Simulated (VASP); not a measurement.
# ZrB2 (P6/mmm) in VASP: a series of runs, part 2 of 2

VASP 6.6.1. The steps go on from the part before.

**4. Elastic constants, PBE**

INCAR reads:

```
SYSTEM = ZrB2
  PREC = Accurate
  ENCUT = 600
  EDIFF = 1E-8
  ISMEAR = -1
  SIGMA = 0.05
  LREAL = .False.
  LASPH = .True.
  NELM = 100
  ALGO = Normal
  ISIF = 3
  LWAVE = .False.
  LCHARG = .True.
  GGA = PE
  NBANDS = 16
  IBRION = 6
  NFREE = 2
  POTIM = 0.015
  NSW = 1
```

KPOINTS reads:

```
Automatic mesh
0
Gamma
  7 7 6
  0 0 0
```

POSCAR reads:

```
ZrB2
1.0
    3.1700000000      0.0000000000      0.0000000000
   -1.5850000000      2.7453005300      0.0000000000
    0.0000000000      0.0000000000      3.5330000000
Zr B
1 2
Direct
    0.0000000000      0.0000000000      0.0000000000
    0.6666666667      0.3333333333      0.5000000000
    0.3333333333      0.6666666667      0.5000000000
```

Potentials or basis: VASP PAW PBE potentials, release 64 (Zr_sv, B).

Started as:

```sh
$ cat potpaw_PBE.64/Zr_sv/POTCAR potpaw_PBE.64/B/POTCAR > POTCAR
$ mpirun -np 1 vasp_std > vasp.out
```

OUTCAR:

```text
SYSTEM = ZrB2
   PREC = Accurate
   ENCUT = 600
   EDIFF = 1E-8
   ISMEAR = -1
   LREAL = .False.
   LASPH = .True.
   NELM = 100
   ISIF = 3
   GGA = PE
   IBRION = 6
   NFREE = 2
   POTIM = 0.015
   NSW = 1

 ion  position               nearest neighbor table
   1  0.000  0.000  0.000-   2 2.54   3 2.54   2 2.54   3 2.54   2 2.54   2 2.54   3 2.54   3 2.54
                             2 2.54   2 2.54   3 2.54   3 2.54
   2  0.667  0.333  0.500-   3 1.83   3 1.83   3 1.83   1 2.54   1 2.54   1 2.54   1 2.54   1 2.54
                             1 2.54
   3  0.333  0.667  0.500-   2 1.83   2 1.83   2 1.83   1 2.54   1 2.54   1 2.54   1 2.54   1 2.54
                             1 2.54

  LATTYP: Found a hexagonal cell.
 ALAT       =     3.1700000000
 C/A-ratio  =     1.1145110410

  Lattice vectors:

 A1 = (   3.1700000000,   0.0000000000,   0.0000000000)
 A2 = (  -1.5850000000,   2.7453005300,   0.0000000000)
 A3 = (   0.0000000000,   0.0000000000,   3.5330000000)

Analysis of symmetry for initial positions (statically):
=====================================================================
 Subroutine PRICEL returns:
 Original cell was already a primitive cell.

 Routine SETGRP: Setting up the symmetry group for a
 hexagonal supercell.

 Subroutine GETGRP returns: Found 24 space group operations
 (whereof 24 operations were pure point group operations)
 out of a pool of 24 trial point group operations.

The static configuration has the point symmetry D_6h.

Analysis of symmetry for dynamics (positions and initial velocities):
=====================================================================
 Subroutine PRICEL returns:
 Original cell was already a primitive cell.

 Routine SETGRP: Setting up the symmetry group for a
 hexagonal supercell.

 Subroutine GETGRP returns: Found 24 space group operations
 (whereof 24 operations were pure point group operations)
 out of a pool of 24 trial point group operations.

The dynamic configuration has the point symmetry D_6h.

 Subroutine INISYM returns: Found 24 space group operations
 (whereof 24 operations are pure point group operations),
 and found     1 'primitive' translations

----------------------------------------------------------------------------------------

                                     Primitive cell

  volume of cell :      30.7463

  direct lattice vectors                    reciprocal lattice vectors
     3.170000000  0.000000000  0.000000000     0.315457413  0.182129422  0.000000000
    -1.585000000  2.745300530  0.000000000     0.000000000  0.364258845  0.000000000
     0.000000000  0.000000000  3.533000000     0.000000000  0.000000000  0.283045570

  length of vectors
     3.170000000  3.170000000  3.533000000     0.364258845  0.364258845  0.283045570
[... 244 lines left out ...]

 number of electron      18.0000000 magnetization

------------------------ aborting loop because EDIFF is reached ----------------------------------------
[... 69 lines left out ...]
--------------------------------------- Ionic step       21  -------------------------------------------

 number of electron      18.0000000 magnetization

 Free energy of the ion-electron system (eV)
  ---------------------------------------------------
  ext. energy  EPLUGINS =         0.00000000
  ---------------------------------------------------
  free energy    TOTEN  =       -24.97292461 eV

  energy without entropy =      -24.96993533  energy(sigma->0) =      -24.97142997

 E-fermi :  10.3325     XC(G=0): -12.4437

 val. band max:       10.1899131976   @ k =   0.0000   0.1429   0.3333
 cond. band min:      10.3353322059   @ k =   0.4286   0.1429   0.0000
 fundamental gap:      0.1454190082
 Fermi energy:        10.3324652814

 k-point     1 :       0.0000    0.0000    0.0000
  band No.  band energies     occupation
      1     -38.1034      2.00000
      2     -16.2923      2.00000
      3     -15.7366      2.00000
      4     -15.7366      2.00000
      5      -2.2059      2.00000
      6       7.8937      2.00000
[... 433 lines left out ...]
      3     -16.3197      2.00000
      4     -16.2123      2.00000
      5       1.3477      2.00000
      6       2.7102      2.00000
[... 8 lines left out ...]
     15      18.8776      0.00000
     16      20.2782      0.00000

 [... further k-points ...]
[... 5 lines left out ...]
  --------------------------------------------------------------------------------------
  -------------------------------------------------------------------------------------
  Total        0.1609297      0.1609297      0.2255300      0.0000000      0.0000000      0.0000000
  in kB        8.3859810      8.3859810     11.7522776      0.0000000      0.0000000      0.0000000
  external PRESSURE =       9.5080799 kB  Pullay stress =       0.0000000 kB
[... 18 lines left out ...]
  FREE ENERGIE OF THE ION-ELECTRON SYSTEM (eV)
  ---------------------------------------------------
  free  energy   TOTEN  =       -24.9729246125 eV

  energy  without entropy=      -24.9699353275  energy(sigma->0) =      -24.97142997

 INTERNAL STRAIN TENSORS FROM STRAINED CELLS
 ============================================

 INTERNAL STRAIN TENSOR FOR ION    1 for displacements in x,y,z  (eV/Angst):
          X           Y           Z          XY          YZ          ZX
  --------------------------------------------------------------------------------
  x    -0.00000     0.00000     0.00000     0.00000     0.00000     0.00000
  y     0.00000     0.00000     0.00000    -0.00000     0.00000    -0.00000
  z     0.00000     0.00000     0.00000     0.00000     0.00000     0.00000

 INTERNAL STRAIN TENSORS FROM DISPLACED ATOMS
 ============================================

 INTERNAL STRAIN TENSOR FOR ION    1 for displacements in x,y,z  (eV/Angst):
          X           Y           Z          XY          YZ          ZX
  --------------------------------------------------------------------------------
  x     0.00000     0.00000     0.00000     0.00000     0.00000     0.00000
  y     0.00000     0.00000     0.00000     0.00000     0.00000     0.00000
  z     0.00000     0.00000     0.00000     0.00000     0.00000     0.00000

 INTERNAL STRAIN TENSOR FOR ION    3 for displacements in x,y,z  (eV/Angst):
          X           Y           Z          XY          YZ          ZX
  --------------------------------------------------------------------------------
  x     0.00000     0.00000     0.00000     3.04077     0.00000     0.00000
  y     3.04077    -3.04077     0.00000     0.00000     0.00000     0.00000
  z     0.00000     0.00000     0.00000    -0.00000     0.00000     0.00000

 Eigenvectors and eigenvalues of the dynamical matrix
 ----------------------------------------------------

   1 f  =   22.571422 THz   141.820428 2PiTHz  752.901600 cm-1    93.347859 meV
             X         Y         Z           dx          dy          dz
      0.000000  0.000000  0.000000     0.000000    0.000000   -0.000000
      1.585000  0.915100  1.766500     0.000008    0.707107   -0.000000
     -0.000000  1.830200  1.766500    -0.000008   -0.707107    0.000000
[... 43 lines left out ...]
   9 f/i=    0.001764 THz     0.011082 2PiTHz    0.058830 cm-1     0.007294 meV
             X         Y         Z           dx          dy          dz
      0.000000  0.000000  0.000000    -0.000000   -0.000000   -0.899052
      1.585000  0.915100  1.766500    -0.000000   -0.000000   -0.309601
     -0.000000  1.830200  1.766500    -0.000000   -0.000000   -0.309601

--------------------------------------------------------------------------------------------------------

 ELASTIC MODULI CONTR FROM IONIC RELAXATION (kBar)
 Direction    XX          YY          ZZ          XY          YZ          ZX
 --------------------------------------------------------------------------------
 XX         -42.7594     42.7594     -0.0000     -0.0000      0.0000      0.0000
 YY          42.7594    -42.7594      0.0000      0.0000      0.0000      0.0000
 ZZ          -0.0000      0.0000     -0.0000     -0.0000      0.0000      0.0000
 XY          -0.0000      0.0000     -0.0000    -42.7594      0.0000      0.0000
 YZ           0.0000      0.0000      0.0000      0.0000      0.0000      0.0000
 ZX           0.0000      0.0000      0.0000      0.0000      0.0000      0.0000
 --------------------------------------------------------------------------------

 TOTAL ELASTIC MODULI (kBar)
 Direction    XX          YY          ZZ          XY          YZ          ZX
 --------------------------------------------------------------------------------
 XX        5689.7364    550.5647   1246.1900     -0.0000     -0.0000      0.0000
 YY         550.5647   5689.7364   1246.1900      0.0000      0.0000     -0.0000
 ZZ        1246.1900   1246.1900   4327.6146     -0.0000      0.0000      0.0000
 XY          -0.0000      0.0000     -0.0000   2569.5858      0.0000      0.0000
 YZ          -0.0000      0.0000      0.0000     -0.0000   2532.7264      0.0000
 ZX           0.0000     -0.0000      0.0000      0.0000      0.0000   2532.7269
 --------------------------------------------------------------------------------
```

OSZICAR:

```text
N       E                     dE             d eps       ncg     rms          rms(c)
DAV:   1     0.113790753563E+03    0.11379E+03   -0.10467E+04  1024   0.125E+03
DAV:   2    -0.228630189419E+02   -0.13665E+03   -0.13020E+03  1336   0.303E+02
[... 235 lines left out ...]
DAV:   1    -0.249743479735E+02   -0.14234E-02   -0.67653E-01  1296   0.435E+00    0.177E-01
DAV:   2    -0.249732221797E+02    0.11258E-02   -0.56019E-03  1616   0.512E-01    0.854E-02
DAV:   3    -0.249729229961E+02    0.29918E-03   -0.70900E-04  1560   0.166E-01    0.196E-02
DAV:   4    -0.249729240599E+02   -0.10638E-05   -0.74885E-05  1600   0.645E-02    0.704E-03
DAV:   5    -0.249729245430E+02   -0.48307E-06   -0.10017E-06  1624   0.792E-03    0.303E-03
DAV:   6    -0.249729246111E+02   -0.68079E-07   -0.86827E-08  1528   0.300E-03    0.293E-04
DAV:   7    -0.249729246125E+02   -0.14243E-08   -0.33609E-09   968   0.586E-04
  21 F= -.24972925E+02 E0= -.24971430E+02  d E =-.298928E-02
```

stdout:

```text
POSCAR found type information on POSCAR ZrB
 POSCAR found :  2 types and       3 ions
 scaLAPACK will be used
 LDA part: xc-table for (Slater+PW92), standard interpolation
 POSCAR, INCAR and KPOINTS ok, starting setup
 FFT: planning ... GRIDC
 FFT: planning ... GRID_SOFT
 FFT: planning ... GRID
 WAVECAR not read
 entering main loop
 Found     4 degrees of freedom:
 Adding 6 more for cell shape distortion
 Finite differences POTIM= 0.01500 DOF=  10
 bond charge predicted
 Finite differences progress:
 bond charge predicted
 Finite differences progress:
 bond charge predicted
 Finite differences progress:
 bond charge predicted
 Finite differences progress:
 bond charge predicted
 Finite differences progress:
 bond charge predicted
 Finite differences progress:
 bond charge predicted
 Finite differences progress:
 bond charge predicted
 Finite differences progress:
 bond charge predicted
 Finite differences progress:
 bond charge predicted
 Finite differences progress:
 bond charge predicted
 Finite differences progress:
 bond charge predicted
 Finite differences progress:
 bond charge predicted
 Finite differences progress:
 bond charge predicted
 Finite differences progress:
 bond charge predicted
 Finite differences progress:
 bond charge predicted
 Finite differences progress:
 bond charge predicted
 Finite differences progress:
 bond charge predicted
 Finite differences progress:
 bond charge predicted
 Finite differences progress:
 bond charge predicted
 Finite differences progress:
```

Run time: 17 min. Hardware: 1 thread of AMD EPYC 7R13, shared host; peak memory 0.22 GiB.

What came out:

- Voigt bulk modulus: 242 GPa
- Highest phonon frequency at Γ, LO-TO splitting left out: 753 cm⁻¹

Phonon frequencies in cm⁻¹ (negative: imaginary):
```
              q point                    frequencies
(0.000, 0.000, 0.000)  0 0 0 449 449 466 537 753 753
```

Elastic tensor in Voigt notation (GPa, in the Cartesian axes of the cell as first typed):
```
569  55 125   0   0   0
 55 569 125   0   0   0
125 125 433   0   0   0
  0   0   0 253   0   0
  0   0   0   0 253   0
  0   0   0   0   0 257
```

Clamped-ion elastic tensor (GPa):
```
573  51 125   0   0   0
 51 573 125   0   0   0
125 125 433   0   0   0
  0   0   0 253   0   0
  0   0   0   0 253   0
  0   0   0   0   0 261
```

**5. Elastic constants, PBEsol**

INCAR reads:

```
PREC = Accurate
ENCUT = 600
EDIFF = 1E-8
ISMEAR = -1
SIGMA = 0.05
LREAL = False
LASPH = True
NELM = 100
ALGO = Normal
ISIF = 3
LWAVE = False
LCHARG = True
GGA = PS
NBANDS = 16
IBRION = 6
NFREE = 2
POTIM = 0.015
NSW = 1
```

KPOINTS reads:

```
Automatic mesh
0
Gamma
  7 7 6
```

POSCAR is that of step 4.

Potentials or basis: VASP PAW PBE potentials, release 64 (Zr_sv, B).

Started as:

```sh
$ cat potpaw_PBE.64/Zr_sv/POTCAR potpaw_PBE.64/B/POTCAR > POTCAR
$ mpirun -np 1 vasp_std > vasp.out
```

OUTCAR:

```text
PREC = Accurate
   ENCUT = 600
   EDIFF = 1E-8
   ISMEAR = -1
   LREAL = False
   LASPH = True
   NELM = 100
   ISIF = 3
   GGA = PS
   IBRION = 6
   NFREE = 2
   POTIM = 0.015
   NSW = 1

 ion  position               nearest neighbor table
   1  0.000  0.000  0.000-   2 2.54   3 2.54   2 2.54   3 2.54   2 2.54   2 2.54   3 2.54   3 2.54
                             2 2.54   2 2.54   3 2.54   3 2.54
[... 921 lines left out ...]
     -0.000000  1.830200  1.766500    -0.000040   -0.707107    0.000000
[... 43 lines left out ...]
   9 f/i=    0.001147 THz     0.007206 2PiTHz    0.038256 cm-1     0.004743 meV
             X         Y         Z           dx          dy          dz
      0.000000  0.000000  0.000000    -0.000000    0.000000   -0.899071
      1.585000  0.915100  1.766500    -0.000000    0.000000   -0.309574
     -0.000000  1.830200  1.766500    -0.000000    0.000000   -0.309574

--------------------------------------------------------------------------------------------------------

 ELASTIC MODULI CONTR FROM IONIC RELAXATION (kBar)
 Direction    XX          YY          ZZ          XY          YZ          ZX
 --------------------------------------------------------------------------------
 XX         -31.0959     31.0959      0.0000      0.0000     -0.0000      0.0000
 YY          31.0959    -31.0959      0.0000     -0.0000      0.0000      0.0000
 ZZ           0.0000      0.0000      0.0000      0.0000      0.0000      0.0000
 XY           0.0000     -0.0000      0.0000    -31.0959      0.0000      0.0000
 YZ          -0.0000      0.0000      0.0000      0.0000     -0.0000      0.0000
 ZX           0.0000      0.0000      0.0000      0.0000      0.0000      0.0000
 --------------------------------------------------------------------------------

 TOTAL ELASTIC MODULI (kBar)
 Direction    XX          YY          ZZ          XY          YZ          ZX
 --------------------------------------------------------------------------------
 XX        5677.4543    517.6649   1219.2107      0.0000     -0.0000      0.0000
 YY         517.6649   5677.4543   1219.2107     -0.0000      0.0000     -0.0000
 ZZ        1219.2107   1219.2107   4299.4883      0.0000     -0.0000      0.0000
 XY           0.0000     -0.0000      0.0000   2579.8947      0.0000      0.0000
 YZ          -0.0000      0.0000     -0.0000      0.0000   2522.7723      0.0000
 ZX           0.0000      0.0000      0.0000      0.0000      0.0000   2522.7726
 --------------------------------------------------------------------------------
```

OSZICAR:

```text
N       E                     dE             d eps       ncg     rms          rms(c)
DAV:   1     0.112135433119E+03    0.11214E+03   -0.10458E+04  1024   0.125E+03
DAV:   2    -0.241717629263E+02   -0.13631E+03   -0.12989E+03  1336   0.303E+02
DAV:   3    -0.288616358358E+02   -0.46899E+01   -0.46622E+01  1656   0.486E+01
[... 242 lines left out ...]
DAV:   3    -0.263920847535E+02    0.29066E-03   -0.67371E-04  1584   0.161E-01    0.191E-02
DAV:   4    -0.263920842711E+02    0.48232E-06   -0.69998E-05  1576   0.627E-02    0.658E-03
DAV:   5    -0.263920844401E+02   -0.16896E-06   -0.84822E-07  1640   0.730E-03    0.276E-03
DAV:   6    -0.263920844520E+02   -0.11935E-07   -0.53610E-08  1544   0.246E-03    0.237E-04
DAV:   7    -0.263920844535E+02   -0.14413E-08   -0.23542E-09   896   0.486E-04
  21 F= -.26392084E+02 E0= -.26390632E+02  d E =-.290408E-02
```

Run time: 8.2 min. Hardware: 1 thread of Intel Xeon 6975P-C, shared host; peak memory 0.25 GiB.

Results:

| Quantity | Value |
| --- | --- |
| Voigt bulk modulus | 240 GPa |
| Highest phonon frequency at Γ, LO-TO splitting left out | 757 cm⁻¹ |

Phonon frequencies in cm⁻¹ (negative: imaginary):
```tsv
q point	frequencies
(0.000, 0.000, 0.000)	0 0 0 449 449 461 538 757 757
```

Elastic tensor in Voigt notation (GPa, in the Cartesian axes of the cell as first typed):
```
568  52 122   0   0   0
 52 568 122   0   0   0
122 122 430   0   0   0
  0   0   0 252   0   0
  0   0   0   0 252   0
  0   0   0   0   0 258
```

Clamped-ion elastic tensor (GPa):
```
571  49 122   0   0   0
 49 571 122   0   0   0
122 122 430   0   0   0
  0   0   0 252   0   0
  0   0   0   0 252   0
  0   0   0   0   0 261
```

Caveat: the cell is under stress, which shifts elastic constants; the PAW data sets were made with another functional, which shifts forces and pressure a little.
